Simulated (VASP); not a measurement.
# GdN (Fm-3m) in VASP: a series of runs, part 2 of 2

VASP 6.6.1. The steps go on from the part before.

## 4. Single point, r2SCAN+U, collinear spin, ferrimagnetic start (volume scaled by 0.98)

File POSCAR:

```
GdN
1.0
    0.0000000000      2.4759988193      2.4759988193
    2.4759988193      0.0000000000      2.4759988193
    2.4759988193      2.4759988193      0.0000000000
Gd N
1 1
Direct
    0.5000000000      0.5000000000      0.5000000000
    0.0000000000      0.0000000000      0.0000000000
```

File INCAR.step1:

```
ALGO = Normal
EDIFF = 1E-4
ENCUT = 520
GGA = PE
ISMEAR = 0
ISPIN = 2
LASPH = T
LCHARG = F
LDAU = T
LDAUJ = 0 0
LDAUL = 3 -1
LDAUTYPE = 2
LDAUU = 4 0
LMAXMIX = 6
LREAL = F
LWAVE = T
MAGMOM = 7.65 -0.18
NBANDS = 22
NELM = 150
PREC = Accurate
SIGMA = 0.05
```

File INCAR.step2:

```
ALGO = Normal
EDIFF = 1E-6
ENCUT = 520
ISIF = 2
ISMEAR = 0
ISPIN = 2
ISTART = 1
LASPH = T
LCHARG = F
LDAU = T
LDAUJ = 0 0
LDAUL = 3 -1
LDAUPRINT = 1
LDAUTYPE = 2
LDAUU = 4 0
LMAXMIX = 6
LMIXTAU = T
LORBIT = 11
LREAL = F
LWAVE = F
MAGMOM = 7.65 -0.18
METAGGA = R2SCAN
NBANDS = 22
NELM = 150
PREC = Accurate
SIGMA = 0.05
```

File KPOINTS:

```
k-points
0
Gamma
  8 8 8
```

Potentials or basis: VASP PAW PBE potentials, release 64 (Gd, N).

Started as:

```console
cat potpaw_PBE.64/Gd/POTCAR potpaw_PBE.64/N/POTCAR > POTCAR
cp INCAR.step1 INCAR
mpirun -np 1 vasp_std > vasp.out
cp INCAR.step2 INCAR
mpirun -np 1 vasp_std > vasp.out
```

OUTCAR:

```text
EDIFF = 1E-6
   ENCUT = 520
   ISIF = 2
   ISMEAR = 0
   ISPIN = 2
   ISTART = 1
   LASPH = T
   LORBIT = 11
   LREAL = F
   METAGGA = R2SCAN
   NELM = 150
   PREC = Accurate

 ion  position               nearest neighbor table
   1  0.500  0.500  0.500-   2 2.48   2 2.48   2 2.48   2 2.48   2 2.48   2 2.48
   2  0.000  0.000  0.000-   1 2.48   1 2.48   1 2.48   1 2.48   1 2.48   1 2.48

  LATTYP: Found a face centered cubic cell.
 ALAT       =     4.9519976386

  Lattice vectors:

 A1 = (   0.0000000000,   2.4759988193,   2.4759988193)
 A2 = (   2.4759988193,   0.0000000000,   2.4759988193)
 A3 = (   2.4759988193,   2.4759988193,   0.0000000000)

Analysis of symmetry for initial positions (statically):
=====================================================================
 Subroutine PRICEL returns:
 Original cell was already a primitive cell.

 Routine SETGRP: Setting up the symmetry group for a
 face centered cubic supercell.

[... 233 lines left out ...]
 spin component 1

 k-point     1 :       0.0000    0.0000    0.0000
  band No.  band energies     occupation
      1     -41.4382      1.00000
      2     -17.7392      1.00000
      3     -17.7391      1.00000
      4     -17.7391      1.00000
      5      -9.8966      1.00000
      6      -1.8866      1.00000
[... 1193 lines left out ...]
     21      16.8172      0.00000
     22      18.1333      0.00000

 [... further k-points ...]
[... 5 lines left out ...]
  --------------------------------------------------------------------------------------
  -------------------------------------------------------------------------------------
  Total        0.6836165      0.6836165      0.6836165     -0.0000000     -0.0000000     -0.0000000
  in kB       36.0779450     36.0779450     36.0779450     -0.0000000     -0.0000000     -0.0000000
  external PRESSURE =      36.0779450 kB  Pullay stress =       0.0000000 kB

 VOLUME and BASIS-vectors are now :
 -----------------------------------------------------------------------------
  energy-cutoff  :      520.00
  volume of cell :       30.36
      direct lattice vectors                 reciprocal lattice vectors
     0.000000000  2.475998819  2.475998819    -0.201938707  0.201938707  0.201938707
     2.475998819  0.000000000  2.475998819     0.201938707 -0.201938707  0.201938707
     2.475998819  2.475998819  0.000000000     0.201938707  0.201938707 -0.201938707

 POSITION                                       TOTAL-FORCE (eV/Angst)
 -----------------------------------------------------------------------------------
      2.47600      2.47600      2.47600        -0.000000     -0.000000      0.000000
      0.00000      0.00000      0.00000         0.000000      0.000000     -0.000000
 -----------------------------------------------------------------------------------
    total drift:                                0.000000      0.000000      0.000000

  FREE ENERGIE OF THE ION-ELECTRON SYSTEM (eV)
  ---------------------------------------------------
  free  energy   TOTEN  =       -53.6019032372 eV

  energy  without entropy=      -53.6019030553  energy(sigma->0) =      -53.60190315

 total charge

# of ion       s       p       d       f       tot
--------------------------------------------------
    1        2.040   5.701   0.530   6.976  15.248
    2        1.254   2.432   0.000   0.000   3.686
--------------------------------------------------
tot          3.295   8.133   0.530   6.976  18.934

 magnetization (x)

# of ion       s       p       d       f       tot
--------------------------------------------------
    1       -0.011  -0.133   0.080   6.889   6.825
    2       -0.012  -0.124   0.000   0.000  -0.136
--------------------------------------------------
tot         -0.023  -0.257   0.080   6.889   6.688
```

OUTCAR.step1:

```text
EDIFF = 1E-4
   ENCUT = 520
   GGA = PE
   ISMEAR = 0
   ISPIN = 2
[... 1446 lines left out ...]
 -----------------------------------------------------------------------------------
      2.47600      2.47600      2.47600         0.000000     -0.000000      0.000000
      0.00000      0.00000      0.00000        -0.000000      0.000000     -0.000000
 -----------------------------------------------------------------------------------
    total drift:                                0.000000      0.000000      0.000000

  FREE ENERGIE OF THE ION-ELECTRON SYSTEM (eV)
  ---------------------------------------------------
  free  energy   TOTEN  =       -22.9067187264 eV

  energy  without entropy=      -22.9062466905  energy(sigma->0) =      -22.90648271
```

OSZICAR.step1:

```text
N       E                     dE             d eps       ncg     rms          rms(c)
DAV:   1     0.125308741279E+03    0.12531E+03   -0.78992E+03  3586   0.510E+03
DAV:   2    -0.316899394536E+01   -0.12848E+03   -0.11082E+03  3460   0.452E+02
DAV:   3    -0.193809695342E+02   -0.16212E+02   -0.15886E+02  4018   0.110E+02
DAV:   4    -0.216815629199E+02   -0.23006E+01   -0.22860E+01  4756   0.280E+01
DAV:   5    -0.217497423543E+02   -0.68179E-01   -0.68130E-01  4044   0.651E+00    0.413E+01
DAV:   6    -0.236165707752E+02   -0.18668E+01   -0.33295E+01  3872   0.184E+02    0.111E+02
DAV:   7    -0.234164832661E+02    0.20009E+00   -0.29112E+00  4008   0.198E+01    0.900E+01
DAV:   8    -0.230666020776E+02    0.34988E+00   -0.29843E-01  4634   0.139E+01    0.643E+01
DAV:   9    -0.228964601700E+02    0.17014E+00   -0.54629E-01  3960   0.219E+01    0.227E+01
DAV:  10    -0.229032382696E+02   -0.67781E-02   -0.30856E-01  4416   0.137E+01    0.137E+01
DAV:  11    -0.229070712648E+02   -0.38330E-02   -0.35825E-02  3840   0.146E+00    0.914E+00
DAV:  12    -0.229065702061E+02    0.50106E-03   -0.65870E-03  4298   0.239E+00    0.322E+00
DAV:  13    -0.229066968570E+02   -0.12665E-03   -0.14515E-03  4088   0.522E-01    0.105E+00
DAV:  14    -0.229067187264E+02   -0.21869E-04   -0.21562E-04  3286   0.206E-01
   1 F= -.22906719E+02 E0= -.22906483E+02  d E =-.472036E-03  mag=     6.9999
```

Run time: 1.9 min. Hardware: 1 thread of AMD EPYC 9R45 (Zen 5), shared host; peak memory 0.18 GiB.

What came out:

```
Free energy                                           : -53.6019 eV
Pressure                                              : 3.6 GPa
Band gap on the k mesh                                : zero (filled and empty bands overlap)
Net moment                                            : 7.00 μB per cell
Site moments                                          : Gd +6.83; N -0.14 μB
Valence electrons inside the program's atomic spheres : Gd 15.25; N 3.69
```

Eigenvalues of the final occupation matrices:
```tsv
site	spin	trace	eigenvalues
site 1 f	1	6.94	0.99 0.99 0.99 0.99 0.99 0.99 0.99
site 1 f	2	0.04	0.00 0.00 0.00 0.00 0.01 0.01 0.01
```

Caveat: the PAW data sets were made with another functional, which shifts forces and pressure a little; spin-orbit coupling is left out, which moves the levels of the heavy elements; a cell with one magnetic atom can't hold antiferromagnetic order, which such compounds often take. The state reached can hang on the start; a lower one may exist.

## 5. Summary

| level | cell | gap on the mesh (eV) | pressure (GPa) | moment (μB) |
| --- | --- | --- | --- | --- |
| r2SCAN+rVV10+U | a = 3.491 Å, angles 60.0°, 2 atoms | none | 3.8 | 7.00 |
| r2SCAN+D4+U | a = 3.492 Å, angles 60.0°, 2 atoms | none | 3.6 | 7.00 |
| r2SCAN+U | a = 3.502 Å, angles 60.0°, 2 atoms | none | 3.6 | 7.00 |

Alike in all rows: task single point; potentials or basis VASP PAW PBE potentials, release 64 (Gd, N); spin collinear, ferrimagnetic start; Gd f U = 4.0 eV; k mesh 8 × 8 × 8; cutoff (eV) 520; smearing gaussian 0.05 eV.

Caveats: the PAW data sets were made with another functional, which shifts forces and pressure a little; spin-orbit coupling is left out, which moves the levels of the heavy elements; a cell with one magnetic atom can't hold antiferromagnetic order, which such compounds often take; pairwise dispersion overbinds metals, which lowers pressure and volume (some runs).

Absolute energies hang on the potentials; compare differences alone.
